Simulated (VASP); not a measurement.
# PbSe (Fm-3m) in VASP: further runs

PbSe is run at these levels: PBEsol; tasks: single point.

Program: VASP 6.6.1. These are calculated values, not measurements. Logs are shortened: lines on timing, memory, paths and dates and some standing lists are left out, and cuts for length are marked.

## 1. The cell of the first run

It takes space group Fm-3m (No. 225, cubic). Conventional cell: a = 6.083 Å, b = 6.083 Å, c = 6.083 Å, α = 90.00°, β = 90.00°, γ = 90.00°. Within 4.0 Å of Pb (site symmetry m-3m) lie 6 Se at 3.04 Å. Se (site symmetry m-3m) has 6 Pb at 3.04 Å within 4.0 Å.

## 2. Single point, PBEsol (volume scaled by 0.98)

The input, INCAR:

```
SYSTEM = PbSe
ALGO     = Normal         ! electronic algorithm
EDIFF    = 1E-6           ! SCF threshold, eV
ENCUT    = 500            ! plane-wave cutoff, eV
GGA      = PS             ! functional
GGA_COMPAT= .FALSE.      
ISIF     = 2              ! what is computed and relaxed
ISMEAR   = -1             ! smearing method
LASPH    = .TRUE.         ! aspherical terms in the spheres
LCHARG   = .FALSE.        ! write CHGCAR
LREAL    = .FALSE.        ! projectors in reciprocal space
LWAVE    = .FALSE.        ! write WAVECAR
NBANDS   = 17             ! bands
NELM     = 120            ! most SCF steps
PREC     = Accurate       ! precision mode
SIGMA    = 0.01           ! smearing width, eV
```

The input, KPOINTS:

```
k-points
0
G
  9 9 9
  0 0 0
```

The input, POSCAR:

```
PbSe
1.0
    0.0000000000      3.0415980385      3.0415980385
    3.0415980385      0.0000000000      3.0415980385
    3.0415980385      3.0415980385      0.0000000000
Pb Se
1 1
Direct
    0.0000000000      0.0000000000      0.0000000000
    0.5000000000      0.5000000000      0.5000000000
```

Potentials or basis: VASP PAW PBE potentials, release 64 (Pb_d, Se).

The run is started by

```bash
$ cat potpaw_PBE.64/Pb_d/POTCAR potpaw_PBE.64/Se/POTCAR > POTCAR
$ mpirun -np 1 vasp_std > vasp.out
```

OUTCAR:

```text
SYSTEM = PbSe
   EDIFF = 1E-6
   ENCUT = 500
   GGA = PS
   ISIF = 2
   ISMEAR = -1
   LASPH = .TRUE.
   LREAL = .FALSE.
   NELM = 120
   PREC = Accurate

 ion  position               nearest neighbor table
   1  0.000  0.000  0.000-   2 3.04   2 3.04   2 3.04   2 3.04   2 3.04   2 3.04
   2  0.500  0.500  0.500-   1 3.04   1 3.04   1 3.04   1 3.04   1 3.04   1 3.04

  LATTYP: Found a face centered cubic cell.
 ALAT       =     6.0831960770

  Lattice vectors:

 A1 = (   0.0000000000,   3.0415980385,   3.0415980385)
 A2 = (   3.0415980385,   0.0000000000,   3.0415980385)
 A3 = (   3.0415980385,   3.0415980385,   0.0000000000)

Analysis of symmetry for initial positions (statically):
=====================================================================
 Subroutine PRICEL returns:
 Original cell was already a primitive cell.

 Routine SETGRP: Setting up the symmetry group for a
 face centered cubic supercell.

 Subroutine GETGRP returns: Found 48 space group operations
 (whereof 48 operations were pure point group operations)
 out of a pool of 48 trial point group operations.

The static configuration has the point symmetry O_h .

Analysis of symmetry for dynamics (positions and initial velocities):
=====================================================================
 Subroutine PRICEL returns:
 Original cell was already a primitive cell.

 Routine SETGRP: Setting up the symmetry group for a
 face centered cubic supercell.

 Subroutine GETGRP returns: Found 48 space group operations
 (whereof 48 operations were pure point group operations)
 out of a pool of 48 trial point group operations.

The dynamic configuration has the point symmetry O_h .

 Subroutine INISYM returns: Found 48 space group operations
 (whereof 48 operations are pure point group operations),
 and found     1 'primitive' translations

----------------------------------------------------------------------------------------

                                     Primitive cell

  volume of cell :      56.2776

  direct lattice vectors                    reciprocal lattice vectors
     0.000000000  3.041598039  3.041598039    -0.164387271  0.164387271  0.164387271
     3.041598039  0.000000000  3.041598039     0.164387271 -0.164387271  0.164387271
     3.041598039  3.041598039  0.000000000     0.164387271  0.164387271 -0.164387271

  length of vectors
     4.301469197  4.301469197  4.301469197     0.284727105  0.284727105  0.284727105

  position of ions in fractional coordinates (direct lattice)
     0.000000000  0.000000000  0.000000000
     0.500000000  0.500000000  0.500000000

  ion indices of the primitive-cell ions
   primitive index   ion index
                 1           1
                 2           2

----------------------------------------------------------------------------------------

 KPOINTS: k-points

Automatic generation of k-mesh.
 Grid dimensions read from file:
 generate k-points for:    9    9    9

 Generating k-lattice:

  Cartesian coordinates                     Fractional coordinates (reciprocal lattice)
    -0.018265252  0.018265252  0.018265252     0.111111111  0.000000000  0.000000000
     0.018265252 -0.018265252  0.018265252     0.000000000  0.111111111  0.000000000
     0.018265252  0.018265252 -0.018265252     0.000000000  0.000000000  0.111111111

  Length of vectors
     0.031636345  0.031636345  0.031636345

  Shift w.r.t. Gamma in fractional coordinates (k-lattice)
     0.000000000  0.000000000  0.000000000

 Subroutine IBZKPT returns following result:
 ===========================================

 Found     35 irreducible k-points:

 Following reciprocal coordinates:
            Coordinates               Weight
  0.000000  0.000000  0.000000      1.000000
  0.111111  0.000000  0.000000      8.000000
  0.222222  0.000000  0.000000      8.000000
  0.333333  0.000000  0.000000      8.000000
  0.444444  0.000000  0.000000      8.000000
  0.111111  0.111111  0.000000      6.000000
[... 16 lines left out ...]
 -0.333333  0.333333  0.000000     12.000000
  0.444444  0.444444  0.000000      6.000000
 [... further k-points ...]
   k-points           NKPTS =     35   k-points in BZ     NKDIM =     35   number of bands    NBANDS=     17
   number of dos      NEDOS =    301   number of ions     NIONS =      2
   total plane-waves  NPLWV =  32768
   dimension x,y,z NGX =    32 NGY =   32 NGZ =   32
   dimension x,y,z NGXF=    64 NGYF=   64 NGZF=   64
   ions per type =               1   1
   NGX,Y,Z   is equivalent  to a cutoff of  12.37, 12.37, 12.37 a.u.
   NGXF,Y,Z  is equivalent  to a cutoff of  24.74, 24.74, 24.74 a.u.
 SYSTEM =  PbSe
   PREC   = accura    normal or accurate (medium, high low for compatibility)
   ISTART =      0    job   : 0-new  1-cont  2-samecut
   ICHARG =      2    charge: 1-file 2-atom 10-const
   ISPIN  =      1    spin polarized calculation?
   LNONCOLLINEAR =      F non collinear calculations
   LSORBIT =      F    spin-orbit coupling
   LASPH  =      T    aspherical Exc in radial PAW
   ENCUT  =  500.0 eV  36.75 Ry    6.06 a.u.   7.84  7.84  7.84*2*pi/ulx,y,z
   NELM   =    120;   NELMIN=  2; NELMDL= -5     # of ELM steps
   EDIFF  = 0.1E-05   stopping-criterion for ELM
   LREAL  =      F    real-space projection
   EDIFFG = 0.1E-04   stopping-criterion for IOM
   NSW    =      0    number of steps for IOM
   IBRION =     -1    ionic relax: 0-MD 1-quasi-New 2-CG
   NFREE  =      0    steps in history (QN), initial steepest desc. (CG)
   ISIF   =      2    stress and relaxation
   ISYM   =      2    0-nonsym 1-usesym 2-fastsym
   POTIM  = 0.5000    time-step for ionic-motion
   TEBEG  =    0.0;   TEEND  =   0.0 temperature during run
   PSTRESS=    0.0 pullay stress
   NELECT =      20.0000    total number of electrons
   NUPDOWN=      -1.0000    fix difference up-down
   EMIN   =  10.00;   EMAX   =-10.00  energy-range for DOS
   EFERMI =   0.00;   METHOD = LEGACY
   ISMEAR =    -1;   SIGMA  =   0.01  broadening in eV -4-tet -1-fermi 0-gaus
   EFERMI_NEDOS =   21; number of points for ismear=-14 and -15
   IALGO  =     38    algorithm
   IMIX   =      4    mixing-type and parameters
     AMIX     =   0.40;   BMIX     =  1.00
     AMIX_MAG =   1.60;   BMIX_MAG =  1.00
  volume/ion in A,a.u.               =      28.14       189.89
  Fermi-wavevector in a.u.,A,eV,Ry     =   1.159595  2.191317 18.295219  1.344661
  Thomas-Fermi vector in A             =   2.296186
   LORBIT       =      0    0 simple, 1 ext, 2 COOP (PROOUT), +10 PAW based schemes
   GGA     = PS    functional components
   LHFCALC =     F    Hartree Fock is set to
   AEXX    =    0.0000 exact exchange contribution
   IVDW    =     0    specifies the selected vdW correction
   LEPSILON=     F    determine dielectric tensor
   LRPA    =     F    only Hartree local field effects (RPA)
 non-spin polarized calculation
  energy-cutoff  :      500.00
  volume of cell :       56.28
 maximum number of plane-waves:      1459
   NGX = 15   NGY = 15   NGZ = 15

 number of electron      20.0000005 magnetization

 Free energy of the ion-electron system (eV)
  ---------------------------------------------------
  ext. energy  EPLUGINS =         0.00000000
  ---------------------------------------------------
  free energy    TOTEN  =        -8.91669123 eV

  energy without entropy =       -8.91669123  energy(sigma->0) =       -8.91669123

 E-fermi :   5.1505     XC(G=0):  -9.8057

 val. band max:        4.9358573084   @ k =   0.4444   0.0000   0.0000
 cond. band min:       5.5677546532   @ k =   0.4444   0.0000   0.0000
 fundamental gap:      0.6318973448
 Fermi energy:         5.1505437335

 k-point     1 :       0.0000    0.0000    0.0000
  band No.  band energies     occupation
      1     -11.6340      2.00000
      2     -11.6340      2.00000
      3     -11.6340      2.00000
      4     -11.6335      2.00000
      5     -11.6335      2.00000
      6      -8.6244      2.00000
[... 9 lines left out ...]
     16      11.5519      0.00000
     17      13.0875      0.00000

 k-point     2 :       0.1111    0.0000    0.0000
  band No.  band energies     occupation
      1     -11.6367      2.00000
      2     -11.6367      2.00000
      3     -11.6335      2.00000
      4     -11.6297      2.00000
      5     -11.6297      2.00000
      6      -8.5267      2.00000
[... 9 lines left out ...]
     16      11.8368      0.00000
     17      14.1109      0.00000

 k-point     3 :       0.2222    0.0000    0.0000
  band No.  band energies     occupation
      1     -11.6448      2.00000
      2     -11.6448      2.00000
      3     -11.6325      2.00000
      4     -11.6189      2.00000
      5     -11.6189      2.00000
      6      -8.2514      2.00000
[... 9 lines left out ...]
     16      12.5465      0.00000
     17      15.8509      0.00000

 k-point     4 :       0.3333    0.0000    0.0000
  band No.  band energies     occupation
      1     -11.6540      2.00000
      2     -11.6539      2.00000
      3     -11.6318      2.00000
      4     -11.6066      2.00000
      5     -11.6066      2.00000
      6      -7.8689      2.00000
[... 9 lines left out ...]
     16      13.6199      0.00000
     17      16.9548      0.00000
[... 343 lines left out ...]
      1     -11.7435      2.00000
      2     -11.6396      2.00000
      3     -11.6273      2.00000
      4     -11.5970      2.00000
      5     -11.5903      2.00000
      6      -7.1448      2.00000
[... 9 lines left out ...]
     16      15.5911      0.00000
     17      17.4540      0.00000

 k-point    23 :      -0.3333    0.3333    0.0000
  band No.  band energies     occupation
      1     -11.7194      2.00000
      2     -11.6379      2.00000
      3     -11.6263      2.00000
      4     -11.6069      2.00000
      5     -11.5961      2.00000
      6      -7.1812      2.00000
[... 9 lines left out ...]
     16      14.6129      0.00000
     17      16.6782      0.00000

 k-point    24 :       0.4444    0.4444    0.0000
  band No.  band energies     occupation
      1     -11.7734      2.00000
      2     -11.6537      2.00000
      3     -11.6130      2.00000
      4     -11.5861      2.00000
      5     -11.5861      2.00000
      6      -7.1577      2.00000
[... 9 lines left out ...]
     16      16.6869      0.00000
     17      17.7215      0.00000

 [... further k-points ...]

------------------------ aborting loop because EDIFF is reached ----------------------------------------

  FORCE on cell =-STRESS in cart. coord.  units (eV):
  Direction    XX          YY          ZZ          XY          YZ          ZX
  --------------------------------------------------------------------------------------
  -------------------------------------------------------------------------------------
  Total        0.1717367      0.1717367      0.1717367      0.0000000      0.0000000      0.0000000
  in kB        4.8892038      4.8892038      4.8892038      0.0000000      0.0000000      0.0000000
  external PRESSURE =       4.8892038 kB  Pullay stress =       0.0000000 kB

 VOLUME and BASIS-vectors are now :
 -----------------------------------------------------------------------------
  energy-cutoff  :      500.00
  volume of cell :       56.28
      direct lattice vectors                 reciprocal lattice vectors
     0.000000000  3.041598039  3.041598039    -0.164387271  0.164387271  0.164387271
     3.041598039  0.000000000  3.041598039     0.164387271 -0.164387271  0.164387271
     3.041598039  3.041598039  0.000000000     0.164387271  0.164387271 -0.164387271

 POSITION                                       TOTAL-FORCE (eV/Angst)
 -----------------------------------------------------------------------------------
      0.00000      0.00000      0.00000         0.000000      0.000000      0.000000
      3.04160      3.04160      3.04160        -0.000000     -0.000000     -0.000000
 -----------------------------------------------------------------------------------
    total drift:                                0.000000     -0.000000     -0.000000

  FREE ENERGIE OF THE ION-ELECTRON SYSTEM (eV)
  ---------------------------------------------------
  free  energy   TOTEN  =        -8.9166912276 eV

  energy  without entropy=       -8.9166912276  energy(sigma->0) =       -8.91669123
```

Wall time 38 s (1 thread of Intel Xeon 8259CL, shared host); peak memory 0.19 GiB.

Results:

- Free energy: -8.9167 eV
- Pressure: 0.5 GPa

Caveat: this odd mesh misses L, where the gap lies, so gap, dielectric constants and Born charges aren't listed; the PAW data sets were made with another functional, which shifts forces and pressure a little; spin-orbit coupling is left out, which moves the levels of the heavy elements.

## 3. Single point, PBEsol (volume scaled by 0.99)

The input, INCAR:

```
PREC     = Accurate       # precision mode
ENCUT    = 500            # plane-wave cutoff, eV
EDIFF    = 1E-6           # SCF threshold, eV
ISMEAR   = -1             # smearing method
SIGMA    = 0.01           # smearing width, eV
LREAL    = F              # projectors in reciprocal space
LASPH    = T              # aspherical terms in the spheres
NELM     = 120            # most SCF steps
ALGO     = Normal         # electronic algorithm
ISIF     = 2              # what is computed and relaxed
LWAVE    = F              # write WAVECAR
LCHARG   = F              # write CHGCAR
GGA      = PS             # functional
NBANDS   = 17             # bands
GGA_COMPAT= F
```

The input, KPOINTS:

```
Automatic mesh
0
Gamma
  9 9 9
```

The input, POSCAR:

```
PbSe
1.0
    0.0000000000      3.0519086191      3.0519086191
    3.0519086191      0.0000000000      3.0519086191
    3.0519086191      3.0519086191      0.0000000000
Pb Se
1 1
Direct
    0.0000000000      0.0000000000      0.0000000000
    0.5000000000      0.5000000000      0.5000000000
```

Potentials or basis: VASP PAW PBE potentials, release 64 (Pb_d, Se).

The run is started by

```bash
$ cat potpaw_PBE.64/Pb_d/POTCAR potpaw_PBE.64/Se/POTCAR > POTCAR
$ mpirun -np 1 vasp_std > vasp.out
```

Wall time 39 s (1 thread of Intel Xeon 8259CL, shared host); peak memory 0.19 GiB.

Results (log left out):

```yaml
Free_energy: -8.9176 eV
Pressure: -0.1 GPa
```

Levels at points of the mesh, in eV from the Fermi level:
```
           k point  band 8  band 9  band 10  band 11  band 12  band 13
(0.00, 0.00, 0.00)   -1.92   -1.92    -1.92     4.68     4.68     4.68
```

Caveat: this odd mesh misses L, where the gap lies, so gap, dielectric constants and Born charges aren't listed; the PAW data sets were made with another functional, which shifts forces and pressure a little; spin-orbit coupling is left out, which moves the levels of the heavy elements.

(Part 1 of 2 ends here.)
